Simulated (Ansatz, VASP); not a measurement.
# AlN: VASP beside Ansatz

```
Al N
1.0
     4.37714    0.00000    0.00000
     0.00000   -4.37714    0.00000
     0.00000    0.00000   -4.37714
Al N
4 4
Direct
  0.91858 0.88486 0.91858
  0.50000 0.50000 0.00000
  0.50000 0.00000 0.50000
  0.00000 0.50000 0.50000
  0.75000 0.75000 0.75000
  0.25000 0.25000 0.75000
  0.25000 0.75000 0.25000
  0.75000 0.25000 0.25000
```

Alike in both runs: task single point; functional PBEsol; k mesh 6 × 6 × 6; occupations gaussian, width 0.05 eV; no spin polarisation.

```csv
,VASP,Ansatz
version,VASP 6.6.1,Ansatz 0.2.0
potentials or method,"VASP PAW PBE potentials, release 64 (Al, N), cutoff 520 eV","scalar-relativistic, plane waves, PAW"
valence electrons in the cell,32,32
```

```csv
,VASP,Ansatz,Ansatz less VASP
gap on the k mesh at the Fermi level (eV),1.40,1.40,+0.005
least direct gap on the mesh (eV),1.58,1.59,+0.007
rms of the force components (eV/Å),17.985,19.015,+1.0300
```

VASP's potentials were made for PBE, not for PBEsol, and Ansatz warns of the same on its side. Atom by atom the forces differ by 1.033 eV/Å (rms over components).
